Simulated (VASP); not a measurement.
# AlN (I4/mmm) in VASP: notebook

AlN is run at these levels: LDA; tasks: single point.

All numbers are computed with VASP 6.6.1; they aren't measurements. Logs are shortened: lines on timing, memory, paths and dates and some standing lists are left out, and cuts for length are marked.

**1. The cell of the first run**

Symmetry: I4/mmm, No. 139, tetragonal system. Conventional cell: a = 2.769 Å, b = 2.769 Å, c = 3.956 Å, α = 90.00°, β = 90.00°, γ = 90.00°. Within 2.6 Å of Al (site symmetry 4/mmm) lie 6 N at 1.96 to 1.98 Å. Within 2.6 Å of N (site symmetry 4/mmm) lie 6 Al at 1.96 to 1.98 Å.

**2. Single point, LDA (equal xx and yy strain of -1 %)**

Input file INCAR:

```
SYSTEM = AlN
  PREC = Accurate
  ENCUT = 520
  EDIFF = 1E-6
  ISMEAR = -1
  SIGMA = 0.02
  LREAL = .False.
  LASPH = .True.
  NELM = 100
  ALGO = Normal
  ISIF = 2
  LWAVE = .False.
  LCHARG = .False.
  GGA = CA
  NBANDS = 11
```

Input file KPOINTS:

```
Automatic mesh
0
Gamma
  10 10 10
  0 0 0
```

Input file POSCAR:

```
AlN
1.0
    0.0000000000      1.9582200000      1.9780000000
    1.9582200000      0.0000000000      1.9780000000
    1.9582200000      1.9582200000      0.0000000000
Al N
1 1
Direct
    0.0000000000      0.0000000000      0.0000000000
    0.5000000000      0.5000000000      0.5000000000
```

Potentials or basis: VASP PAW LDA potentials, release 64 (Al, N).

Started as:

```
cat potpaw_LDA.64/Al/POTCAR potpaw_LDA.64/N/POTCAR > POTCAR
mpirun -np 1 vasp_std > vasp.out
```

OUTCAR:

```text
SYSTEM = AlN
   PREC = Accurate
   ENCUT = 520
   EDIFF = 1E-6
   ISMEAR = -1
   LREAL = .False.
   LASPH = .True.
   NELM = 100
   ISIF = 2
   GGA = CA

 ion  position               nearest neighbor table
   1  0.000  0.000  0.000-   2 1.96   2 1.96   2 1.96   2 1.96   2 1.98   2 1.98
   2  0.500  0.500  0.500-   1 1.96   1 1.96   1 1.96   1 1.96   1 1.98   1 1.98

  LATTYP: Found a body centered tetragonal cell.
 ALAT       =     2.7693412821
 C/A-ratio  =     1.4284985479

  Lattice vectors:

 A1 = (  -1.9582200000,   0.0000000000,   1.9780000000)
 A2 = (   1.9582200000,   0.0000000000,   1.9780000000)
 A3 = (   0.0000000000,   1.9582200000,  -1.9780000000)

Analysis of symmetry for initial positions (statically):
=====================================================================
 Subroutine PRICEL returns:
 Original cell was already a primitive cell.

 Routine SETGRP: Setting up the symmetry group for a
 body centered tetragonal supercell.

 Subroutine GETGRP returns: Found 16 space group operations
 (whereof 16 operations were pure point group operations)
 out of a pool of 16 trial point group operations.

The static configuration has the point symmetry D_4h.

Analysis of symmetry for dynamics (positions and initial velocities):
=====================================================================
 Subroutine PRICEL returns:
 Original cell was already a primitive cell.

 Routine SETGRP: Setting up the symmetry group for a
 body centered tetragonal supercell.

 Subroutine GETGRP returns: Found 16 space group operations
 (whereof 16 operations were pure point group operations)
 out of a pool of 16 trial point group operations.

The dynamic configuration has the point symmetry D_4h.

 Subroutine INISYM returns: Found 16 space group operations
 (whereof 16 operations are pure point group operations),
 and found     1 'primitive' translations

----------------------------------------------------------------------------------------

                                     Primitive cell

  volume of cell :      15.1698

  direct lattice vectors                    reciprocal lattice vectors
     0.000000000  1.958220000  1.978000000    -0.255333926  0.255333926  0.252780586
     1.958220000  0.000000000  1.978000000     0.255333926 -0.255333926  0.252780586
     1.958220000  1.958220000  0.000000000     0.255333926  0.255333926 -0.252780586

  length of vectors
     2.783362996  2.783362996  2.769341282     0.440782091  0.440782091  0.440782091

  position of ions in fractional coordinates (direct lattice)
     0.000000000  0.000000000  0.000000000
     0.500000000  0.500000000  0.500000000

  ion indices of the primitive-cell ions
   primitive index   ion index
                 1           1
                 2           2

----------------------------------------------------------------------------------------

 KPOINTS: Automatic mesh

Automatic generation of k-mesh.
 Grid dimensions read from file:
 generate k-points for:   10   10   10

 Generating k-lattice:

  Cartesian coordinates                     Fractional coordinates (reciprocal lattice)
    -0.025533393  0.025533393  0.025278059     0.100000000 -0.000000000  0.000000000
     0.025533393 -0.025533393  0.025278059    -0.000000000  0.100000000  0.000000000
     0.025533393  0.025533393 -0.025278059     0.000000000  0.000000000  0.100000000

  Length of vectors
     0.044078209  0.044078209  0.044078209

  Shift w.r.t. Gamma in fractional coordinates (k-lattice)
     0.000000000  0.000000000  0.000000000

 Subroutine IBZKPT returns following result:
 ===========================================

 Found    102 irreducible k-points:

 Following reciprocal coordinates:
            Coordinates               Weight
  0.000000  0.000000  0.000000      1.000000
  0.100000  0.000000  0.000000      8.000000
  0.200000  0.000000  0.000000      8.000000
  0.300000  0.000000  0.000000      8.000000
  0.400000  0.000000  0.000000      8.000000
  0.500000  0.000000  0.000000      4.000000
[... 16 lines left out ...]
  0.300000  0.300000  0.000000      2.000000
  0.400000  0.300000  0.000000      8.000000
 [... further k-points ...]
   k-points           NKPTS =    102   k-points in BZ     NKDIM =    102   number of bands    NBANDS=     11
   number of dos      NEDOS =    301   number of ions     NIONS =      2
   total plane-waves  NPLWV =  13824
   dimension x,y,z NGX =    24 NGY =   24 NGZ =   24
   dimension x,y,z NGXF=    48 NGYF=   48 NGZF=   48
   ions per type =               1   1
   NGX,Y,Z   is equivalent  to a cutoff of  14.33, 14.33, 14.41 a.u.
   NGXF,Y,Z  is equivalent  to a cutoff of  28.67, 28.67, 28.81 a.u.
 SYSTEM =  AlN
   PREC   = accura    normal or accurate (medium, high low for compatibility)
   ISTART =      0    job   : 0-new  1-cont  2-samecut
   ICHARG =      2    charge: 1-file 2-atom 10-const
   ISPIN  =      1    spin polarized calculation?
   LNONCOLLINEAR =      F non collinear calculations
   LSORBIT =      F    spin-orbit coupling
   LASPH  =      T    aspherical Exc in radial PAW
   ENCUT  =  520.0 eV  38.22 Ry    6.18 a.u.   5.18  5.18  5.15*2*pi/ulx,y,z
   NELM   =    100;   NELMIN=  2; NELMDL= -5     # of ELM steps
   EDIFF  = 0.1E-05   stopping-criterion for ELM
   LREAL  =      F    real-space projection
   EDIFFG = 0.1E-04   stopping-criterion for IOM
   NSW    =      0    number of steps for IOM
   IBRION =     -1    ionic relax: 0-MD 1-quasi-New 2-CG
   NFREE  =      0    steps in history (QN), initial steepest desc. (CG)
   ISIF   =      2    stress and relaxation
   ISYM   =      2    0-nonsym 1-usesym 2-fastsym
   POTIM  = 0.5000    time-step for ionic-motion
   TEBEG  =    0.0;   TEEND  =   0.0 temperature during run
   PSTRESS=    0.0 pullay stress
   NELECT =       8.0000    total number of electrons
   NUPDOWN=      -1.0000    fix difference up-down
   EMIN   =  10.00;   EMAX   =-10.00  energy-range for DOS
   EFERMI =   0.00;   METHOD = LEGACY
   ISMEAR =    -1;   SIGMA  =   0.02  broadening in eV -4-tet -1-fermi 0-gaus
   EFERMI_NEDOS =   21; number of points for ismear=-14 and -15
   IALGO  =     38    algorithm
   IMIX   =      4    mixing-type and parameters
     AMIX     =   0.40;   BMIX     =  1.00
     AMIX_MAG =   1.60;   BMIX_MAG =  1.00
  volume/ion in A,a.u.               =       7.58        51.19
  Fermi-wavevector in a.u.,A,eV,Ry     =   1.322650  2.499447 23.802089  1.749404
  Thomas-Fermi vector in A             =   2.452316
   LORBIT       =      0    0 simple, 1 ext, 2 COOP (PROOUT), +10 PAW based schemes
   GGA     = CA    functional components
   LHFCALC =     F    Hartree Fock is set to
   AEXX    =    0.0000 exact exchange contribution
   IVDW    =     0    specifies the selected vdW correction
   LEPSILON=     F    determine dielectric tensor
   LRPA    =     F    only Hartree local field effects (RPA)
 non-spin polarized calculation
  energy-cutoff  :      520.00
  volume of cell :       15.17
 maximum number of plane-waves:       423
 NGX is ok and might be reduce to    24
   NGX = 11   NGY = 11   NGZ = 11

 number of electron       8.0000000 magnetization

 Free energy of the ion-electron system (eV)
  ---------------------------------------------------
  ext. energy  EPLUGINS =         0.00000000
  ---------------------------------------------------
  free energy    TOTEN  =       -16.16905077 eV

  energy without entropy =      -16.16905077  energy(sigma->0) =      -16.16905077

 E-fermi :  11.3201     XC(G=0): -12.9798

 val. band max:       10.9111776386   @ k =   0.0000   0.0000   0.0000
 cond. band min:      15.8581798322   @ k =   0.5000   0.0000   0.5000
 fundamental gap:      4.9470021936
 Fermi energy:        11.3201322624

 k-point     1 :       0.0000    0.0000    0.0000
  band No.  band energies     occupation
      1      -7.3492      2.00000
      2      10.8419      2.00000
      3      10.8419      2.00000
      4      10.9112      2.00000
      5      17.9271      0.00000
      6      23.0545      0.00000
      7      23.1969      0.00000
      8      23.1969      0.00000
      9      28.6140      0.00000
     10      28.9542      0.00000
     11      29.3024      0.00000

 k-point     2 :       0.1000    0.0000    0.0000
  band No.  band energies     occupation
      1      -7.1249      2.00000
      2       9.8465      2.00000
      3      10.7043      2.00000
      4      10.7398      2.00000
      5      18.4661      0.00000
      6      22.2772      0.00000
      7      23.4429      0.00000
      8      23.5431      0.00000
      9      27.5726      0.00000
     10      27.8675      0.00000
     11      29.9957      0.00000

 k-point     3 :       0.2000    0.0000    0.0000
  band No.  band energies     occupation
      1      -6.4696      2.00000
      2       7.6046      2.00000
      3      10.3715      2.00000
      4      10.3790      2.00000
      5      18.7581      0.00000
      6      22.1132      0.00000
      7      23.7596      0.00000
      8      23.9423      0.00000
      9      26.9750      0.00000
     10      27.1198      0.00000
     11      29.5047      0.00000

 k-point     4 :       0.3000    0.0000    0.0000
  band No.  band energies     occupation
      1      -5.4533      2.00000
      2       5.0962      2.00000
      3       9.9835      2.00000
      4      10.0041      2.00000
      5      18.1799      0.00000
      6      23.1301      0.00000
      7      23.3727      0.00000
      8      23.4270      0.00000
      9      28.4833      0.00000
     10      28.5350      0.00000
     11      28.6291      0.00000

 k-point     5 :       0.4000    0.0000    0.0000
  band No.  band energies     occupation
      1      -4.2901      2.00000
      2       2.9325      2.00000
      3       9.6945      2.00000
      4       9.7345      2.00000
      5      17.7044      0.00000
      6      22.4909      0.00000
      7      22.7336      0.00000
      8      24.7445      0.00000
      9      27.9324      0.00000
     10      30.8493      0.00000
     11      30.8763      0.00000
[... 211 lines left out ...]
 k-point    21 :      -0.3000    0.2000    0.0000
  band No.  band energies     occupation
      1      -4.0464      2.00000
      2       4.0835      2.00000
      3       6.8491      2.00000
      4       9.5959      2.00000
      5      19.7244      0.00000
      6      21.3022      0.00000
      7      23.1231      0.00000
      8      23.9366      0.00000
      9      28.3959      0.00000
     10      30.9820      0.00000
     11      32.5788      0.00000

 k-point    22 :      -0.2000    0.2000    0.0000
  band No.  band energies     occupation
      1      -5.1111      2.00000
      2       5.6655      2.00000
      3       7.6337      2.00000
      4      10.0647      2.00000
      5      20.4186      0.00000
      6      21.1054      0.00000
      7      22.5385      0.00000
      8      24.1663      0.00000
      9      26.2540      0.00000
     10      30.7119      0.00000
     11      32.2513      0.00000

 k-point    23 :       0.3000    0.3000    0.0000
  band No.  band energies     occupation
      1      -4.8909      2.00000
      2       5.8292      2.00000
      3       8.6888      2.00000
      4       8.6888      2.00000
      5      17.4189      0.00000
      6      18.5638      0.00000
      7      23.4644      0.00000
      8      27.4093      0.00000
      9      27.4093      0.00000
     10      32.1496      0.00000
     11      35.9657      0.00000

 k-point    24 :       0.4000    0.3000    0.0000
  band No.  band energies     occupation
      1      -4.0354      2.00000
      2       4.6723      2.00000
      3       7.8252      2.00000
      4       8.4158      2.00000
      5      17.2678      0.00000
      6      18.2357      0.00000
      7      23.9057      0.00000
      8      27.4191      0.00000
      9      28.2608      0.00000
     10      33.5195      0.00000
     11      36.5910      0.00000

 [... further k-points ...]
[... 5 lines left out ...]
  --------------------------------------------------------------------------------------
  -------------------------------------------------------------------------------------
  Total        2.0477209      2.0477209      1.6298228      0.0000000      0.0000000      0.0000000
  in kB      216.2729025    216.2729025    172.1360027      0.0000000      0.0000000      0.0000000
  external PRESSURE =     201.5606025 kB  Pullay stress =       0.0000000 kB

 VOLUME and BASIS-vectors are now :
 -----------------------------------------------------------------------------
  energy-cutoff  :      520.00
  volume of cell :       15.17
      direct lattice vectors                 reciprocal lattice vectors
     0.000000000  1.958220000  1.978000000    -0.255333926  0.255333926  0.252780586
     1.958220000  0.000000000  1.978000000     0.255333926 -0.255333926  0.252780586
     1.958220000  1.958220000  0.000000000     0.255333926  0.255333926 -0.252780586

 POSITION                                       TOTAL-FORCE (eV/Angst)
 -----------------------------------------------------------------------------------
      0.00000      0.00000      0.00000         0.000000     -0.000000      0.000000
      1.95822      1.95822      1.97800        -0.000000      0.000000      0.000000
 -----------------------------------------------------------------------------------
    total drift:                               -0.000000     -0.000000      0.000000

  FREE ENERGIE OF THE ION-ELECTRON SYSTEM (eV)
  ---------------------------------------------------
  free  energy   TOTEN  =       -16.1690507715 eV

  energy  without entropy=      -16.1690507715  energy(sigma->0) =      -16.16905077
```

Wall time 25 s (1 thread of Intel Xeon 8259CL, shared host); peak memory 0.1 GiB.

What came out:

| Quantity | Value |
| --- | --- |
| Free energy | -16.1691 eV |
| Pressure | 20.2 GPa |
| Band gap on the k mesh | 4.95 eV, indirect (least direct gap 7.02 eV) |

Caveat: the cell differs from its parent crystal (equal xx and yy strain of -1 %). A k mesh can miss the band edges.

**3. Single point, LDA (equal xx and yy strain of -2 %)**

Input file INCAR:

```
SYSTEM = AlN
PREC = Accurate ; ENCUT = 520
EDIFF = 1E-7 ; ISMEAR = -1
SIGMA = 0.02 ; LREAL = .FALSE.
LASPH = .TRUE. ; NELM = 80
ALGO = Normal ; ISIF = 2
LWAVE = .FALSE. ; LCHARG = .FALSE.
NBANDS = 11
```

Input file KPOINTS:

```
Automatic mesh
0
G
  10 10 10
  0 0 0
```

Input file POSCAR:

```
AlN
1.0
    0.0000000000      1.9384400000      1.9780000000
    1.9384400000      0.0000000000      1.9780000000
    1.9384400000      1.9384400000      0.0000000000
Al N
1 1
Direct
    0.0000000000      0.0000000000      0.0000000000
    0.5000000000      0.5000000000      0.5000000000
```

Potentials or basis: VASP PAW LDA potentials, release 64 (Al, N).

Started as:

```
cat potpaw_LDA.64/Al/POTCAR potpaw_LDA.64/N/POTCAR > POTCAR
mpirun -np 1 vasp_std > vasp.out
```

Run time: 24 s. Hardware: 1 thread of Intel Xeon 8259CL, shared host; peak memory 0.1 GiB.

It converged, with:

| Item | Value |
| --- | --- |
| Free energy | -16.1188 eV |
| Pressure | 27.8 GPa |
| Band gap on the k mesh | 4.83 eV, indirect (least direct gap 7.29 eV) |

Stress tensor (GPa, compression positive):
```
31.08  0.00  0.00
 0.00 31.08  0.00
 0.00  0.00 21.37
```

Levels at points of the mesh, in eV from the valence-band top:
```csv
k point,band 1,band 2,band 3,band 4,band 5,band 6,band 7,band 8
"(0.00, 0.00, 0.00)",-18.50,-0.13,-0.13,0.00,7.29,12.07,12.36,12.36
"(0.50, 0.00, 0.00)",-14.72,-9.14,-1.44,-1.34,6.71,11.37,11.85,14.61
"(0.50, 0.50, 0.00)",-13.69,-8.32,-3.07,-3.07,5.03,5.59,14.96,18.77
"(0.50, 0.00, 0.50)",-13.49,-8.21,-3.37,-3.11,4.83,5.37,15.21,18.18
```

Caveat: the cell differs from its parent crystal (equal xx and yy strain of -2 %). A k mesh can miss the band edges.
